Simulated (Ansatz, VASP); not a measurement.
Rb: VASP beside Ansatz

INCAR

```
SYSTEM = Rb
ALGO     = Normal         ! electronic algorithm
EDIFF    = 1E-7           ! SCF threshold, eV
ENCUT    = 520            ! plane-wave cutoff, eV
GGA      = PE             ! functional
ISIF     = 2              ! what is computed and relaxed
ISMEAR   = 1              ! smearing method
LASPH    = .True.         ! aspherical terms in the spheres
LCHARG   = .True.         ! write CHGCAR
LELF     = .True.         ! ELF
LREAL    = .False.        ! projectors in reciprocal space
LVHAR    = .True.       
LWAVE    = .False.        ! write WAVECAR
NBANDS   = 20             ! bands
NELM     = 80             ! most SCF steps
PREC     = Accurate       ! precision mode
SIGMA    = 0.032          ! smearing width, eV
```

The input KPOINTS:

```
k-points
0
Gamma
  3 3 3
  0 0 0
```

The input POSCAR:

```
Rb
1.0
    2.5376398721      1.4651070633     12.6889018100
   -2.5376398721      1.4651070633     12.6889018100
    0.0000000000     -2.9302141265     12.6889018100
Rb
3
Direct
    0.0000000000      0.0000000000      0.0000000000
    0.7776223900      0.7776223900      0.7776223900
    0.2223776100      0.2223776100      0.2223776100
```

Input for Ansatz:

```yaml
crystal:
  lattice:
    - [2.5376398721, 1.4651070633, 12.68890181]
    - [-2.5376398721, 1.4651070633, 12.68890181]
    - [0.0, -2.9302141265, 12.68890181]
  atoms:
    - { symbol: Rb, position: [0.0, 0.0, 0.0] }
    - { symbol: Rb, position: [0.77762239, 0.77762239, 0.77762239] }
    - { symbol: Rb, position: [0.22237761, 0.22237761, 0.22237761] }
basis: {}
kpoints:
  mp_grid: { grid: [3, 3, 3] }
hamiltonian:
  xc: pbe
scf:
  occupations: { method: methfessel_paxton, width: 0.032 }
output:
  forces: true
  stress: true
  eigenvalues: true
```

Alike in both runs: task single point; functional PBE; k mesh 3 × 3 × 3; occupations methfessel-paxton of order 1, width 0.032 eV; no spin polarisation.

|  | VASP | Ansatz |
| --- | --- | --- |
| version | VASP 6.6.1 | Ansatz 0.2.0 |
| potentials or method | VASP PAW PBE potentials, release 64 (Rb_sv) | scalar-relativistic, plane waves, PAW |
| plane-wave cutoff (eV) | 520 | 420 |
| valence electrons in the cell | 27 | 27 |

```tsv
	VASP	Ansatz	Ansatz less VASP
gap on the k mesh at the Fermi level (eV)	none	none	-
pressure (GPa)	-0.1	-0.1	0.00
traceless stress, the component that is largest in VASP (GPa)	-0.14	-0.14	0.000
```

A gap of «none» marks a metal or a gap that the smearing closes.

The k mesh is coarse, so the values compare programs but aren't converged.
